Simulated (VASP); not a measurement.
# C (C2/m) in VASP: further runs

Runs on C. Level: PBE+D3(BJ). Tasks: single point.

Everything below comes from runs of VASP 6.6.1. Logs are shortened: lines on timing, memory, paths and dates and some standing lists are left out, and cuts for length are marked.

## Step 1: The cell of the first run

Symmetry: C2/m, No. 12, monoclinic system. The conventional cell has a = 4.269 Å, b = 2.465 Å, c = 3.650 Å, α = 90.00°, β = 112.95°, γ = 90.00°. C (site symmetry m) has 3 C at 1.38 to 1.51 Å within 1.8 Å.

## Step 2: Single point, PBE+D3(BJ) (mode 4 frozen in at +0.024 Å and mode 6 at +0.045 Å (largest displacements))

File INCAR:

```
ALGO = Normal
EDIFF = 1E-7
ENCUT = 520
GGA = PE
ISIF = 2
ISMEAR = 0
IVDW = 12
LASPH = T
LCHARG = F
LREAL = F
LWAVE = F
NBANDS = 11
NELM = 60
PREC = Accurate
SIGMA = 0.05
```

File KPOINTS:

```
k-points
0
Gamma
  15 15 15
```

File POSCAR:

```
C
1.0
    1.2324984681      0.7115833223      3.3613878357
   -1.2324984681      0.7115833223      3.3613878357
    0.0000000000     -1.4231666447      3.3613878357
C
2
Direct
    0.1794856809      0.1794856809      0.1478660528
    0.8205143191      0.8205143191      0.8521339472
```

Potentials or basis: VASP PAW PBE potentials, release 64 (C).

Command:

```sh
$ cat potpaw_PBE.64/C/POTCAR > POTCAR
$ mpirun -np 1 vasp_std > vasp.out
```

OUTCAR:

```text
EDIFF = 1E-7
   ENCUT = 520
   GGA = PE
   ISIF = 2
   ISMEAR = 0
   IVDW = 12
   LASPH = T
   LREAL = F
   NELM = 60
   PREC = Accurate
 IVDW          = 12

 ion  position               nearest neighbor table
   1  0.179  0.179  0.148-   2 1.38   2 1.38   2 1.51
   2  0.821  0.821  0.852-   1 1.38   1 1.38   1 1.51

  LATTYP: Found a trigonal (rhomboedric) cell.
 ALAT       =     3.6502508791
 COS(alpha) =     0.7719881893

  Lattice vectors:

 A1 = (   1.2324984681,   0.7115833223,   3.3613878357)
 A2 = (  -1.2324984681,   0.7115833223,   3.3613878357)
 A3 = (   0.0000000000,  -1.4231666447,   3.3613878357)

Analysis of symmetry for initial positions (statically):
=====================================================================
 Subroutine PRICEL returns:
 Original cell was already a primitive cell.

 Routine SETGRP: Setting up the symmetry group for a
 trigonal (rhombohedral) supercell.

 Subroutine GETGRP returns: Found  4 space group operations
 (whereof  4 operations were pure point group operations)
 out of a pool of 12 trial point group operations.

The static configuration has the point symmetry C_2h.

Analysis of symmetry for dynamics (positions and initial velocities):
=====================================================================
 Subroutine PRICEL returns:
 Original cell was already a primitive cell.

 Routine SETGRP: Setting up the symmetry group for a
 trigonal (rhombohedral) supercell.

 Subroutine GETGRP returns: Found  4 space group operations
 (whereof  4 operations were pure point group operations)
 out of a pool of 12 trial point group operations.

The dynamic configuration has the point symmetry C_2h.

 Subroutine INISYM returns: Found  4 space group operations
 (whereof  4 operations are pure point group operations),
 and found     1 'primitive' translations

----------------------------------------------------------------------------------------

                                     Primitive cell

  volume of cell :      17.6881

  direct lattice vectors                    reciprocal lattice vectors
     1.232498468  0.711583322  3.361387836     0.405680017  0.234219467  0.099165389
    -1.232498468  0.711583322  3.361387836    -0.405680017  0.234219467  0.099165389
     0.000000000 -1.423166645  3.361387836     0.000000000 -0.468438935  0.099165389

  length of vectors
     3.650250879  3.650250879  3.650250879     0.478820227  0.478820227  0.478820227

  position of ions in fractional coordinates (direct lattice)
     0.179485681  0.179485681  0.147866053
     0.820514319  0.820514319  0.852133947

  ion indices of the primitive-cell ions
   primitive index   ion index
                 1           1
                 2           2

----------------------------------------------------------------------------------------

 KPOINTS: k-points

Automatic generation of k-mesh.
 Grid dimensions read from file:
 generate k-points for:   15   15   15

 Generating k-lattice:

  Cartesian coordinates                     Fractional coordinates (reciprocal lattice)
     0.027045334  0.015614631  0.006611026     0.066666667  0.000000000  0.000000000
    -0.027045334  0.015614631  0.006611026     0.000000000  0.066666667  0.000000000
     0.000000000 -0.031229262  0.006611026     0.000000000  0.000000000  0.066666667

  Length of vectors
     0.031921348  0.031921348  0.031921348

  Shift w.r.t. Gamma in fractional coordinates (k-lattice)
     0.000000000  0.000000000  0.000000000

 Subroutine IBZKPT returns following result:
 ===========================================

 Found    904 irreducible k-points:

 Following reciprocal coordinates:
            Coordinates               Weight
  0.000000  0.000000  0.000000      1.000000
  0.066667 -0.000000  0.000000      4.000000
  0.000000  0.000000  0.066667      2.000000
  0.133333  0.000000  0.000000      4.000000
  0.000000  0.000000  0.133333      2.000000
  0.200000  0.000000 -0.000000      4.000000
[... 16 lines left out ...]
  0.066667  0.000000  0.200000      4.000000
  0.266667  0.066667  0.000000      4.000000
 [... further k-points ...]
   k-points           NKPTS =    904   k-points in BZ     NKDIM =    904   number of bands    NBANDS=     11
   number of dos      NEDOS =    301   number of ions     NIONS =      2
   total plane-waves  NPLWV =  21952
   dimension x,y,z NGX =    28 NGY =   28 NGZ =   28
   dimension x,y,z NGXF=    56 NGYF=   56 NGZF=   56
   ions per type =               2
   NGX,Y,Z   is equivalent  to a cutoff of  12.75, 12.75, 12.75 a.u.
   NGXF,Y,Z  is equivalent  to a cutoff of  25.50, 25.50, 25.50 a.u.
 SYSTEM =  unknown system
   PREC   = accura    normal or accurate (medium, high low for compatibility)
   ISTART =      0    job   : 0-new  1-cont  2-samecut
   ICHARG =      2    charge: 1-file 2-atom 10-const
   ISPIN  =      1    spin polarized calculation?
   LNONCOLLINEAR =      F non collinear calculations
   LSORBIT =      F    spin-orbit coupling
   LASPH  =      T    aspherical Exc in radial PAW
   ENCUT  =  520.0 eV  38.22 Ry    6.18 a.u.   6.79  6.79  6.79*2*pi/ulx,y,z
   NELM   =     60;   NELMIN=  2; NELMDL= -5     # of ELM steps
   EDIFF  = 0.1E-06   stopping-criterion for ELM
   LREAL  =      F    real-space projection
   EDIFFG = 0.1E-05   stopping-criterion for IOM
   NSW    =      0    number of steps for IOM
   IBRION =     -1    ionic relax: 0-MD 1-quasi-New 2-CG
   NFREE  =      0    steps in history (QN), initial steepest desc. (CG)
   ISIF   =      2    stress and relaxation
   ISYM   =      2    0-nonsym 1-usesym 2-fastsym
   POTIM  = 0.5000    time-step for ionic-motion
   TEBEG  =    0.0;   TEEND  =   0.0 temperature during run
   PSTRESS=    0.0 pullay stress
   NELECT =       8.0000    total number of electrons
   NUPDOWN=      -1.0000    fix difference up-down
   EMIN   =  10.00;   EMAX   =-10.00  energy-range for DOS
   EFERMI =   0.00;   METHOD = LEGACY
   ISMEAR =     0;   SIGMA  =   0.05  broadening in eV -4-tet -1-fermi 0-gaus
   EFERMI_NEDOS =   21; number of points for ismear=-14 and -15
   IALGO  =     38    algorithm
   IMIX   =      4    mixing-type and parameters
     AMIX     =   0.40;   BMIX     =  1.00
     AMIX_MAG =   1.60;   BMIX_MAG =  1.00
  volume/ion in A,a.u.               =       8.84        59.68
  Fermi-wavevector in a.u.,A,eV,Ry     =   1.256640  2.374705 21.485554  1.579144
  Thomas-Fermi vector in A             =   2.390338
   LORBIT       =      0    0 simple, 1 ext, 2 COOP (PROOUT), +10 PAW based schemes
   GGA     = PE    functional components
   LHFCALC =     F    Hartree Fock is set to
   AEXX    =    0.0000 exact exchange contribution
   IVDW    =    12    specifies the selected vdW correction
   LEPSILON=     F    determine dielectric tensor
   LRPA    =     F    only Hartree local field effects (RPA)
 non-spin polarized calculation
 Gauss-broadening in eV      SIGMA  =   0.05
  energy-cutoff  :      520.00
  volume of cell :       17.69
 maximum number of plane-waves:       490
   NGX = 13   NGY = 13   NGZ = 13

 number of electron       8.0000000 magnetization

 Free energy of the ion-electron system (eV)
  ---------------------------------------------------
  ext. energy  EPLUGINS =         0.00000000
  ---------------------------------------------------
  free energy    TOTEN  =       -18.20396407 eV

  energy without entropy =      -18.20396407  energy(sigma->0) =      -18.20396407

 E-fermi :   4.6344     XC(G=0): -10.3087

 val. band max:        4.3785964814   @ k =   0.2000  -0.1333  -0.4667
 cond. band min:       4.8484801280   @ k =   0.2000  -0.1333  -0.4667
 fundamental gap:      0.4698836466
 Fermi energy:         4.6344207047

 k-point     1 :       0.0000    0.0000    0.0000
  band No.  band energies     occupation
      1     -14.9980      2.00000
      2      -1.9194      2.00000
      3       0.3558      2.00000
      4       3.0962      2.00000
      5       8.8875      0.00000
      6      11.2636      0.00000
      7      14.8293      0.00000
      8      16.1197      0.00000
      9      17.3379      0.00000
     10      27.3249      0.00000
     11      30.0122      0.00000

 k-point     2 :       0.0667   -0.0000    0.0000
  band No.  band energies     occupation
      1     -14.8916      2.00000
      2      -1.8091      2.00000
      3       0.0411      2.00000
      4       2.7608      2.00000
      5       9.0357      0.00000
      6      11.5748      0.00000
      7      15.0004      0.00000
      8      15.7196      0.00000
      9      17.5509      0.00000
     10      27.6777      0.00000
     11      29.3574      0.00000

 k-point     3 :       0.0000    0.0000    0.0667
  band No.  band energies     occupation
      1     -14.8898      2.00000
      2      -1.8161      2.00000
      3       0.1973      2.00000
      4       2.5368      2.00000
      5       9.0285      0.00000
      6      11.5362      0.00000
      7      15.2165      0.00000
      8      15.7907      0.00000
      9      17.4668      0.00000
     10      27.6387      0.00000
     11      28.9545      0.00000

 k-point     4 :       0.1333    0.0000    0.0000
  band No.  band energies     occupation
      1     -14.5732      2.00000
      2      -1.4809      2.00000
      3      -0.8298      2.00000
      4       1.9449      2.00000
      5       9.4795      0.00000
      6      12.1878      0.00000
      7      14.6332      0.00000
      8      15.5941      0.00000
      9      18.2121      0.00000
     10      27.4150      0.00000
     11      28.6895      0.00000
[... 239 lines left out ...]
 k-point    22 :      -0.2000    0.0000   -0.0667
  band No.  band energies     occupation
      1     -14.2484      2.00000
      2      -1.7003      2.00000
      3      -1.2243      2.00000
      4       1.3985      2.00000
      5      10.1348      0.00000
      6      12.8398      0.00000
      7      13.6078      0.00000
      8      15.7221      0.00000
      9      19.0195      0.00000
     10      25.9299      0.00000
     11      28.7950      0.00000

 k-point    23 :       0.0667    0.0000    0.2000
  band No.  band energies     occupation
      1     -14.2345      2.00000
      2      -1.2912      2.00000
      3      -0.7979      2.00000
      4       0.2509      2.00000
      5      10.1128      0.00000
      6      12.4420      0.00000
      7      14.0035      0.00000
      8      16.6799      0.00000
      9      18.8702      0.00000
     10      25.0967      0.00000
     11      28.4905      0.00000

 k-point    24 :       0.2667    0.0667    0.0000
  band No.  band energies     occupation
      1     -13.6056      2.00000
      2      -2.7734      2.00000
      3      -0.6463      2.00000
      4       0.0502      2.00000
      5      10.9456      0.00000
      6      12.3420      0.00000
      7      12.8559      0.00000
      8      17.3564      0.00000
      9      20.3136      0.00000
     10      23.5462      0.00000
     11      27.8415      0.00000

 [... further k-points ...]

------------------------ aborting loop because EDIFF is reached ----------------------------------------

 Edisp (eV)   -0.31225

 E8    (eV) :    -0.0885

  FORCE on cell =-STRESS in cart. coord.  units (eV):
  Direction    XX          YY          ZZ          XY          YZ          ZX
  --------------------------------------------------------------------------------------
  -------------------------------------------------------------------------------------
  Total       1.55075    -0.34367    -0.02028     0.00000    -0.19654     0.00000
  in kB     140.46571   -31.12935    -1.83652     0.00000   -17.80229     0.00000
  external pressure =       35.83 kB  Pullay stress =        0.00 kB

 VOLUME and BASIS-vectors are now :
 -----------------------------------------------------------------------------
  energy-cutoff  :      520.00
  volume of cell :       17.69
      direct lattice vectors                 reciprocal lattice vectors
     1.232498468  0.711583322  3.361387836     0.405680017  0.234219467  0.099165389
    -1.232498468  0.711583322  3.361387836    -0.405680017  0.234219467  0.099165389
     0.000000000 -1.423166645  3.361387836     0.000000000 -0.468438935  0.099165389

 POSITION                                       TOTAL-FORCE (eV/Angst)
 -----------------------------------------------------------------------------------
      0.00000      0.04500      1.70368         0.000000     -4.284844     -0.737121
      0.00000     -0.04500      8.38049         0.000000      4.284844      0.737121
 -----------------------------------------------------------------------------------
    total drift:                               -0.000000     -0.000000      0.000000

  FREE ENERGIE OF THE ION-ELECTRON SYSTEM (eV)
  ---------------------------------------------------
  free  energy   TOTEN  =       -18.5162173275 eV

  energy  without entropy=      -18.5162173275  energy(sigma->0) =      -18.51621733
```

It took 2.5 min on 1 thread of Intel Xeon Platinum 8488C (Sapphire Rapids), shared host; peak memory 0.28 GiB.

What came out:

```
Free energy                : -18.5162 eV
Pressure                   : 3.6 GPa
Largest force              : 4.348 eV/Å
Band gap on the k mesh     : 0.47 eV, direct
Dispersion energy per atom : -0.156 eV
```

Forces on the atoms (eV/Å):
```
C    0.000 -4.285 -0.737
C    0.000  4.285  0.737
```

Levels at points of the mesh, in eV from the valence-band top:
| k point | band 1 | band 2 | band 3 | band 4 | band 5 | band 6 | band 7 | band 8 | band 9 |
| --- | --- | --- | --- | --- | --- | --- | --- | --- | --- |
| (0.00, 0.00, 0.00) | -19.38 | -6.30 | -4.02 | -1.28 | 4.51 | 6.89 | 10.45 | 11.74 | 12.96 |

Caveat: the cell differs from its parent crystal (mode 4 frozen in at +0.024 Å and mode 6 at +0.045 Å (largest displacements)); forces of over 1 eV/Å act on the atoms, so gaps and moduli don't describe the material at rest.

## Step 3: Single point, PBE+D3(BJ) (mode 4 frozen in at -0.071 Å and mode 6 at +0.045 Å (largest displacements))

File INCAR:

```
SYSTEM = C
PREC = Accurate ; ENCUT = 520
EDIFF = 1E-7 ; ISMEAR = 0
SIGMA = 0.05 ; LREAL = .FALSE.
LASPH = .TRUE. ; NELM = 100
ALGO = Normal ; ISIF = 2
LWAVE = .FALSE. ; LCHARG = .FALSE.
GGA = PE ; IVDW = 12
NBANDS = 11
```

File KPOINTS:

```
regular mesh
0
G
  15 15 15
  0 0 0
```

File POSCAR:

```
C
1.0
    1.2324984681      0.7115833223      3.3613878357
   -1.2324984681      0.7115833223      3.3613878357
    0.0000000000     -1.4231666447      3.3613878357
C
2
Direct
    0.1700649689      0.1700649689      0.1384453408
    0.8299350311      0.8299350311      0.8615546592
```

Potentials or basis: VASP PAW PBE potentials, release 64 (C).

Command:

```sh
$ cat potpaw_PBE.64/C/POTCAR > POTCAR
$ mpirun -np 1 vasp_std > vasp.out
```

OUTCAR:

```text
SYSTEM = C
   PREC = Accurate
   ENCUT = 520
   EDIFF = 1E-7
   ISMEAR = 0
   LREAL = .FALSE.
   LASPH = .TRUE.
   NELM = 100
   ISIF = 2
   GGA = PE
   IVDW = 12
 IVDW          = 12

 ion  position               nearest neighbor table
   1  0.170  0.170  0.138-   2 1.39   2 1.39   2 1.52
   2  0.830  0.830  0.862-   1 1.39   1 1.39   1 1.52

  LATTYP: Found a trigonal (rhomboedric) cell.
 ALAT       =     3.6502508791
 COS(alpha) =     0.7719881893

  Lattice vectors:

 A1 = (   1.2324984681,   0.7115833223,   3.3613878357)
 A2 = (  -1.2324984681,   0.7115833223,   3.3613878357)
 A3 = (   0.0000000000,  -1.4231666447,   3.3613878357)

Analysis of symmetry for initial positions (statically):
=====================================================================
 Subroutine PRICEL returns:
 Original cell was already a primitive cell.

 Routine SETGRP: Setting up the symmetry group for a
 trigonal (rhombohedral) supercell.

 Subroutine GETGRP returns: Found  4 space group operations
 (whereof  4 operations were pure point group operations)
 out of a pool of 12 trial point group operations.

[... 173 lines left out ...]
      3       0.5369      2.00000
      4       3.2302      2.00000
      5       8.4603      0.00000
      6      11.2590      0.00000
      7      14.7590      0.00000
      8      16.3889      0.00000
      9      17.2784      0.00000
     10      27.2896      0.00000
     11      30.3060      0.00000
[... 309 lines left out ...]
 k-point    24 :       0.2667    0.0667    0.0000
  band No.  band energies     occupation
      1     -13.5594      2.00000
      2      -2.6569      2.00000
      3      -0.5733      2.00000
      4       0.1821      2.00000
      5       9.9611      0.00000
      6      12.6758      0.00000
      7      13.3845      0.00000
      8      17.3018      0.00000
      9      19.9050      0.00000
     10      24.2830      0.00000
     11      28.2047      0.00000

 [... further k-points ...]

------------------------ aborting loop because EDIFF is reached ----------------------------------------

 Edisp (eV)   -0.31243

 E8    (eV) :    -0.0885

  FORCE on cell =-STRESS in cart. coord.  units (eV):
  Direction    XX          YY          ZZ          XY          YZ          ZX
  --------------------------------------------------------------------------------------
  -------------------------------------------------------------------------------------
  Total       1.42712    -0.27193    -0.37514     0.00000     0.59113     0.00000
  in kB     129.26713   -24.63093   -33.97948     0.00000    53.54377     0.00000
  external pressure =       23.55 kB  Pullay stress =        0.00 kB

 VOLUME and BASIS-vectors are now :
 -----------------------------------------------------------------------------
  energy-cutoff  :      520.00
  volume of cell :       17.69
      direct lattice vectors                 reciprocal lattice vectors
     1.232498468  0.711583322  3.361387836     0.405680017  0.234219467  0.099165389
    -1.232498468  0.711583322  3.361387836    -0.405680017  0.234219467  0.099165389
     0.000000000 -1.423166645  3.361387836     0.000000000 -0.468438935  0.099165389

 POSITION                                       TOTAL-FORCE (eV/Angst)
 -----------------------------------------------------------------------------------
      0.00000      0.04500      1.60868         0.000000     -4.132581      2.247508
      0.00000     -0.04500      8.47549         0.000000      4.132581     -2.247508
 -----------------------------------------------------------------------------------
    total drift:                               -0.000000      0.000000      0.000000

  FREE ENERGIE OF THE ION-ELECTRON SYSTEM (eV)
  ---------------------------------------------------
  free  energy   TOTEN  =       -18.3725577663 eV

  energy  without entropy=      -18.3725560695  energy(sigma->0) =      -18.37255692
```

OSZICAR:

```text
N       E                     dE             d eps       ncg     rms          rms(c)
DAV:   1     0.628967857654E+01    0.62897E+01   -0.45323E+03 20398   0.663E+02
DAV:   2    -0.186318789331E+02   -0.24922E+02   -0.23665E+02 26002   0.130E+02
DAV:   3    -0.192335516828E+02   -0.60167E+00   -0.60046E+00 25024   0.171E+01
DAV:   4    -0.192357482634E+02   -0.21966E-02   -0.21964E-02 23191   0.126E+00
DAV:   5    -0.192357567378E+02   -0.84745E-05   -0.84747E-05 25596   0.716E-02    0.631E+00
DAV:   6    -0.183382368981E+02    0.89752E+00   -0.76076E-01 23403   0.514E+00    0.367E+00
DAV:   7    -0.180565573617E+02    0.28168E+00   -0.85267E-01 24418   0.548E+00    0.103E+00
DAV:   8    -0.180602237073E+02   -0.36663E-02   -0.21408E-02 22434   0.945E-01    0.112E-01
DAV:   9    -0.180600504755E+02    0.17323E-03   -0.60215E-04 24435   0.162E-01    0.533E-02
DAV:  10    -0.180601245526E+02   -0.74077E-04   -0.11061E-04 22699   0.741E-02    0.248E-02
DAV:  11    -0.180601277804E+02   -0.32278E-05   -0.75763E-06 24376   0.174E-02    0.249E-03
DAV:  12    -0.180601280470E+02   -0.26669E-06   -0.54674E-07 22725   0.571E-03    0.601E-04
DAV:  13    -0.180601280696E+02   -0.22577E-07   -0.28397E-08 24184   0.120E-03
   1 F= -.18372558E+02 E0= -.18372557E+02  d E =-.169682E-05
```

stdout:

```text
POSCAR found type information on POSCAR C
 POSCAR found :  1 types and       2 ions
 scaLAPACK will be used
 LDA part: xc-table for (Slater+PW92), standard interpolation
 POSCAR, INCAR and KPOINTS ok, starting setup
 FFT: planning ... GRIDC
 FFT: planning ... GRID_SOFT
 FFT: planning ... GRID
 WAVECAR not read
 entering main loop
```

Wall time 2.8 min (1 thread of Intel Xeon Platinum 8488C (Sapphire Rapids), shared host); peak memory 0.28 GiB.

Results:

| Item | Value |
| --- | --- |
| Free energy | -18.3726 eV |
| Pressure | 2.4 GPa |
| Largest force | 4.704 eV/Å |
| Band gap on the k mesh | 0.19 eV, indirect (least direct gap 0.22 eV) |
| Dispersion energy per atom | -0.156 eV |

Forces on the atoms (eV/Å):
```
C    0.000 -4.133  2.248
C    0.000  4.133 -2.248
```

Caveat: the cell differs from its parent crystal (mode 4 frozen in at -0.071 Å and mode 6 at +0.045 Å (largest displacements)); forces of over 1 eV/Å act on the atoms, so gaps and moduli don't describe the material at rest.

(Continued in part 2 of 2.)
